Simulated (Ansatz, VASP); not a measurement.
**Two plane-wave programs on ZnS**

```xyz
2
Lattice="0.0000 2.6942 2.6942 2.6942 0.0000 2.6942 2.6942 2.6942 0.0000" Properties=species:S:1:pos:R:3 pbc="T T T"
Zn    0.0000    0.0000    0.0000
S     4.0413    4.0413    4.0413
```

Alike in both runs: task single point; functional r2SCAN; dispersion D4; k mesh 8 × 8 × 8; occupations gaussian, width 0.05 eV; no spin polarisation.

```csv
,VASP,Ansatz
version,VASP 6.6.1,Ansatz 0.2.0
potentials or method,"VASP PAW PBE potentials, release 64 (Zn, S), cutoff 520 eV","scalar-relativistic, plane waves, PAW"
valence electrons in the cell,18,18
```

|  | VASP | Ansatz | Ansatz less VASP |
| --- | --- | --- | --- |
| gap on the k mesh at the Fermi level (eV) | 2.71 | 2.70 | -0.010 |
| least direct gap on the mesh (eV) | 2.71 | 2.70 | -0.010 |
| pressure (GPa) | -0.9 | -0.9 | 0.00 |

VASP's potentials were made for PBE, not for r2SCAN.
